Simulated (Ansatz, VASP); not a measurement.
W: VASP beside Ansatz

```
W
1.0
    -1.57717    1.57717    1.57717
     1.57717   -1.57717    1.57717
     1.57717    1.57717   -1.57717
W
1
Direct
  0.00000 0.00000 0.00000
```

Alike in both runs: functional PBEsol; k mesh 18 × 18 × 18; occupations gaussian, width 0.1 eV; no spin polarisation.

Ansatz relaxed the structure, and its values are those at the end. VASP's run is a single point on that final structure, the one shown.

|  | VASP | Ansatz |
| --- | --- | --- |
| version | VASP 6.6.1 | Ansatz 0.2.0 |
| potentials or method | VASP PAW PBE potentials, release 64 (W_sv), cutoff 520 eV | scalar-relativistic, plane waves, PAW |
| valence electrons in the cell | 14 | 14 |

|  | VASP | Ansatz | Ansatz less VASP |
| --- | --- | --- | --- |
| gap on the k mesh at the Fermi level (eV) | none | none | - |
| pressure (GPa) | 0.6 | 0.0 | -0.64 |

VASP's potentials were made for PBE, not for PBEsol. A gap of «none» marks a metal or a gap that the smearing closes.

Spin-orbit coupling is off throughout.
